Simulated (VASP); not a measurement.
Runs of VASP 6.6.1 on ZnO. The structure is that of space group P6_3/mmc (No. 194), or close to it. The cells are those of the table. 

```tsv
level	cell	smearing	gap on the mesh (eV)	pressure (GPa)
PBE	a = 2.953, b = 2.953, c = 5.084 Å, angles 90.0, 90.0, 120.0°, 4 atoms	fermi-dirac 0.02 eV	0.85	(b)
r2SCAN	a = 2.953, b = 2.953, c = 5.084 Å, angles 90.0, 90.0, 120.0°, 4 atoms	gaussian 0.01 eV	1.47	6.3
PBE	a = 2.881, b = 2.881, c = 5.217 Å, angles 90.0, 90.0, 120.0°, 4 atoms	fermi-dirac 0.02 eV	0.81	18.6
r2SCAN	a = 2.881, b = 2.881, c = 5.217 Å, angles 90.0, 90.0, 120.0°, 4 atoms	gaussian 0.01 eV	(c)	(a)
```

Alike in all rows: task single point; potentials or basis VASP PAW PBE potentials, release 64 (Zn, O); no spin polarisation; k mesh 12 × 12 × 6; cutoff (eV) 520.

Problem. Estimate the missing entries.

Solution. (a) 10.6; (b) 14.1; (c) 1.44.

Caveats: the PAW data sets were made with another functional, which shifts forces and pressure a little (some runs).

